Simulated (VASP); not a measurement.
Set up this calculation in VASP 6.6.1, as the native input.

```yaml
Task: single point
Functional: PBE
Potentials_or_basis: VASP PAW PBE potentials, release 64 (Cd, Se)
Cutoff: 520 eV
k_mesh: 6 × 6 × 6
Occupations: gaussian, width 0.1 eV
Spin: no spin polarisation
Dipole_correction: no
Further_INCAR_settings: ALGO = Normal; EDIFF = 1e-06; NBANDS = 36
```

The structure of Cd2Se5 lies in POSCAR:

```
Cd2Se5
1.0
   -3.7085020486      3.7085020486      3.5189853762
    3.7085020486     -3.7085020486      3.5189853762
    3.7085020486      3.7085020486     -3.5189853762
Cd Se
2 5
Direct
    0.7500000000      0.2500000000      0.5000000000
    0.2500000000      0.7500000000      0.5000000000
    0.7050200519      0.1886042684      0.8936243203
    0.8113957316      0.7050200519      0.5164157835
    0.1886042684      0.2949799481      0.4835842165
    0.2949799481      0.8113957316      0.1063756797
    0.0000000000      0.0000000000      0.0000000000
```

One way to write it, as run:

INCAR

```
  PREC = Accurate
  ENCUT = 520
  EDIFF = 1E-6
  ISMEAR = 0
  SIGMA = 0.1
  LREAL = False
  LASPH = True
  NELM = 80
  ALGO = Normal
  ISIF = 2
  LWAVE = False
  LCHARG = False
  GGA = PE
  NBANDS = 36
```

KPOINTS

```
Automatic mesh
0
Gamma
  6 6 6
```

Potentials or basis: VASP PAW PBE potentials, release 64 (Cd, Se).

The run is started by

```bash
$ cat potpaw_PBE.64/Cd/POTCAR potpaw_PBE.64/Se/POTCAR > POTCAR
$ mpirun -np 1 vasp_std > vasp.out
```

Results of the run:

| Quantity | Value |
| --- | --- |
| Pressure | 0.2 GPa |
| Largest force | 0.034 eV/Å |
| Band gap on the k mesh | zero (bands 27 and 28 overlap by 0.50 eV) |

Caveat: semilocal functionals underestimate gaps, so a narrow gap can read as zero.

It took 5.3 min on 1 thread of Intel(R) Xeon(R) Platinum 8375C CPU @ 2.90GHz (Ice Lake), on a shared host, peak memory 0.44 GiB.
